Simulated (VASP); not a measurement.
# Na2S (Fm-3m) in VASP: further runs, part 2 of 2

VASP 6.6.1. The steps go on from the part before.

## 5. Elastic constants, PBEsol

This run uses another cell than the first one, of 20.57 Å³/atom.

Input file INCAR:

```
SYSTEM = Na2S
PREC = Accurate
ENCUT = 500
EDIFF = 1E-8
ISMEAR = 0
SIGMA = 0.01
LREAL = .FALSE.
LASPH = .TRUE.
NELM = 120
ALGO = Normal
ISIF = 3
LWAVE = .FALSE.
LCHARG = .TRUE.
GGA = PS
NBANDS = 17
IBRION = 6
NFREE = 2
POTIM = 0.015
NSW = 1
GGA_COMPAT = .FALSE.
```

Input file KPOINTS:

```
regular mesh
0
G
  6 6 6
  0 0 0
```

Input file POSCAR:

```
Na2S
1.0
    0.0000000000      3.1362218808      3.1362218808
    3.1362218808      0.0000000000      3.1362218808
    3.1362218808      3.1362218808      0.0000000000
Na S
2 1
Direct
    0.2500000000      0.2500000000      0.2500000000
    0.7500000000      0.7500000000      0.7500000000
    0.0000000000      0.0000000000      0.0000000000
```

Potentials or basis: VASP PAW PBE potentials, release 64 (Na_pv, S).

Started as:

```console
cat potpaw_PBE.64/Na_pv/POTCAR potpaw_PBE.64/S/POTCAR > POTCAR
mpirun -np 1 vasp_std > vasp.out
```

OUTCAR:

```text
SYSTEM = Na2S
   PREC = Accurate
   ENCUT = 500
   EDIFF = 1E-8
   ISMEAR = 0
   LREAL = .FALSE.
   LASPH = .TRUE.
   NELM = 120
   ISIF = 3
   GGA = PS
   IBRION = 6
   NFREE = 2
   POTIM = 0.015
   NSW = 1

 ion  position               nearest neighbor table
   1  0.250  0.250  0.250-   3 2.72   3 2.72   3 2.72   3 2.72
   2  0.750  0.750  0.750-   3 2.72   3 2.72   3 2.72   3 2.72
   3  0.000  0.000  0.000-   2 2.72   2 2.72   2 2.72   1 2.72   2 2.72   1 2.72   1 2.72   1 2.72

  LATTYP: Found a face centered cubic cell.
 ALAT       =     6.2724437616

  Lattice vectors:

 A1 = (   0.0000000000,   3.1362218808,   3.1362218808)
 A2 = (   3.1362218808,   0.0000000000,   3.1362218808)
 A3 = (   3.1362218808,   3.1362218808,   0.0000000000)

Analysis of symmetry for initial positions (statically):
=====================================================================
 Subroutine PRICEL returns:
 Original cell was already a primitive cell.

 Routine SETGRP: Setting up the symmetry group for a
 face centered cubic supercell.

 Subroutine GETGRP returns: Found 48 space group operations
 (whereof 48 operations were pure point group operations)
 out of a pool of 48 trial point group operations.

The static configuration has the point symmetry O_h .

[... 846 lines left out ...]
  Total        1.5764267      1.5783561      1.5783561     -0.0000000     -0.0000000      0.0000000
  in kB       40.9386977     40.9888027     40.9888027     -0.0000000     -0.0000000      0.0000000
  external PRESSURE =      40.9721010 kB  Pullay stress =       0.0000000 kB
[... 18 lines left out ...]
  FREE ENERGIE OF THE ION-ELECTRON SYSTEM (eV)
  ---------------------------------------------------
  free  energy   TOTEN  =       -10.2898819255 eV

  energy  without entropy=      -10.2898819255  energy(sigma->0) =      -10.28988193

 INTERNAL STRAIN TENSORS FROM STRAINED CELLS
 ============================================

 INTERNAL STRAIN TENSOR FOR ION    1 for displacements in x,y,z  (eV/Angst):
          X           Y           Z          XY          YZ          ZX
  --------------------------------------------------------------------------------
  x    -0.00000     0.00000     0.00000     0.00000    -2.88895     0.00000
  y     0.00000     0.00000     0.00000     0.00000     0.00000    -2.88937
  z     0.00000     0.00000    -0.00000    -2.88915     0.00000    -0.00000

 INTERNAL STRAIN TENSORS FROM DISPLACED ATOMS
 ============================================

 INTERNAL STRAIN TENSOR FOR ION    1 for displacements in x,y,z  (eV/Angst):
          X           Y           Z          XY          YZ          ZX
  --------------------------------------------------------------------------------
  x     0.00000    -0.00000    -0.00000     0.00000    -2.89027     0.00000
  y     0.00000     0.00000     0.00000     0.00000     0.00000    -2.89027
  z    -0.00000    -0.00000     0.00000    -2.89027     0.00000     0.00000

 INTERNAL STRAIN TENSOR FOR ION    3 for displacements in x,y,z  (eV/Angst):
          X           Y           Z          XY          YZ          ZX
  --------------------------------------------------------------------------------
  x     0.00000     0.00000     0.00000     0.00000     0.00000     0.00000
  y     0.00000     0.00000     0.00000     0.00000     0.00000     0.00000
  z     0.00000     0.00000     0.00000     0.00000     0.00000     0.00000

 Eigenvectors and eigenvalues of the dynamical matrix
 ----------------------------------------------------

   1 f  =    7.573143 THz    47.583463 2PiTHz  252.612871 cm-1    31.319990 meV
             X         Y         Z           dx          dy          dz
      1.568111  1.568111  1.568111     0.292847   -0.265554    0.223012
      4.704333  4.704333  4.704333     0.292847   -0.265554    0.223012
      0.000000  0.000000  0.000000    -0.494735    0.448627   -0.376756
[... 43 lines left out ...]
   9 f/i=    0.008970 THz     0.056359 2PiTHz    0.299201 cm-1     0.037096 meV
             X         Y         Z           dx          dy          dz
      1.568111  1.568111  1.568111    -0.167200   -0.515332    0.021531
      4.704333  4.704333  4.704333    -0.167200   -0.515332    0.021531
      0.000000  0.000000  0.000000    -0.197941   -0.610078    0.025490

--------------------------------------------------------------------------------------------------------

 ELASTIC MODULI CONTR FROM IONIC RELAXATION (kBar)
 Direction    XX          YY          ZZ          XY          YZ          ZX
 --------------------------------------------------------------------------------
 XX          -0.0000     -0.0000     -0.0000     -0.0000     -0.0000      0.0000
 YY          -0.0000     -0.0000     -0.0000     -0.0000     -0.0000      0.0000
 ZZ          -0.0000     -0.0000     -0.0000     -0.0000     -0.0000      0.0000
 XY          -0.0000     -0.0000     -0.0000   -106.8690     -0.0000      0.0000
 YZ          -0.0000     -0.0000     -0.0000     -0.0000   -106.8690      0.0000
 ZX           0.0000      0.0000      0.0000      0.0000      0.0000   -106.8690
 --------------------------------------------------------------------------------

 TOTAL ELASTIC MODULI (kBar)
 Direction    XX          YY          ZZ          XY          YZ          ZX
 --------------------------------------------------------------------------------
 XX         694.0402    295.4964    295.4964     -0.0000     -0.0000      0.0000
 YY         295.4964    694.0402    295.4964     -0.0000     -0.0000      0.0000
 ZZ         295.4964    295.4964    694.0402      0.0000     -0.0000      0.0000
 XY          -0.0000     -0.0000      0.0000    212.3130     -0.0000      0.0000
 YZ          -0.0000     -0.0000     -0.0000     -0.0000    212.3130      0.0000
 ZX           0.0000      0.0000      0.0000      0.0000      0.0000    212.3130
 --------------------------------------------------------------------------------
```

stdout:

```text
POSCAR found type information on POSCAR NaS
 POSCAR found :  2 types and       3 ions
 scaLAPACK will be used
 -----------------------------------------------------------------------------
|                                                                             |
|                                                                             |
|     You enforced a specific xc type in the INCAR file but a different       |
|     I HOPE YOU KNOW WHAT YOU ARE DOING!                                     |
[... 32 lines left out ...]
 Finite differences progress:
 bond charge predicted
 Finite differences progress:
 bond charge predicted
 Finite differences progress:
 bond charge predicted
 Finite differences progress:
 bond charge predicted
 Finite differences progress:
 bond charge predicted
 Finite differences progress:
 bond charge predicted
 Finite differences progress:
```

Run time: 3.5 min. Hardware: 1 thread of Intel Xeon 6975P-C (Granite Rapids), shared host; peak memory 0.23 GiB.

Results:

| Item | Value |
| --- | --- |
| Elastic constants C11, C12, C44 | 69, 30, 21 GPa |
| Voigt bulk modulus | 43 GPa |
| Highest phonon frequency at Γ, LO-TO splitting left out | 253 cm⁻¹ |

Phonon frequencies in cm⁻¹ (negative: imaginary):
```
              q point                    frequencies
(0.000, 0.000, 0.000)  0 0 0 219 219 219 253 253 253
```

Elastic tensor in Voigt notation (GPa, in the Cartesian axes of the cell as first typed):
```
69 30 30  0  0  0
30 69 30  0  0  0
30 30 69  0  0  0
 0  0  0 21  0  0
 0  0  0  0 21  0
 0  0  0  0  0 21
```

Clamped-ion elastic tensor (GPa):
```
69 30 30  0  0  0
30 69 30  0  0  0
30 30 69  0  0  0
 0  0  0 32  0  0
 0  0  0  0 32  0
 0  0  0  0  0 32
```

Caveat: the cell is under stress, which shifts elastic constants; the PAW data sets were made with another functional, which shifts forces and pressure a little.

## 6. Elastic constants, PBEsol

This run uses another cell than the first one, of 21.55 Å³/atom.

INCAR: that of step 5 with these lines changed.

```diff
@@ -14,3 +14,2 @@
 GGA = PS
-NBANDS = 17
 IBRION = 6
```

Input file KPOINTS:

```
Automatic mesh
0
G
  6 6 6
  0 0 0
```

Input file POSCAR:

```
Na2S
1.0
    0.0000000000      3.1856634528      3.1856634528
    3.1856634528      0.0000000000      3.1856634528
    3.1856634528      3.1856634528      0.0000000000
Na S
2 1
Direct
    0.2500000000      0.2500000000      0.2500000000
    0.7500000000      0.7500000000      0.7500000000
    0.0000000000      0.0000000000      0.0000000000
```

Potentials or basis: VASP PAW PBE potentials, release 64 (Na_pv, S).

Started as:

```console
cat potpaw_PBE.64/Na_pv/POTCAR potpaw_PBE.64/S/POTCAR > POTCAR
mpirun -np 1 vasp_std > vasp.out
```

Run time: 4.4 min. Hardware: 1 thread of Intel Xeon 6975P-C (Granite Rapids), shared host; peak memory 0.26 GiB.

Results (log left out):

| Item | Value |
| --- | --- |
| Elastic constants C11, C12, C44 | 63, 24, 20 GPa |
| Voigt bulk modulus | 37 GPa |
| Highest phonon frequency at Γ, LO-TO splitting left out | 232 cm⁻¹ |

Phonon frequencies in cm⁻¹ (negative: imaginary):
```csv
q point,frequencies
"(0.000, 0.000, 0.000)",0 0 0 206 206 206 232 232 232
```

Elastic tensor in Voigt notation (GPa, in the Cartesian axes of the cell as first typed):
```
63 24 24  0  0  0
24 63 24  0  0  0
24 24 63  0  0  0
 0  0  0 20  0  0
 0  0  0  0 20  0
 0  0  0  0  0 20
```

Clamped-ion elastic tensor (GPa):
```
63 24 24  0  0  0
24 63 24  0  0  0
24 24 63  0  0  0
 0  0  0 27  0  0
 0  0  0  0 27  0
 0  0  0  0  0 27
```

Caveat: the cell is under stress, which shifts elastic constants; the PAW data sets were made with another functional, which shifts forces and pressure a little.
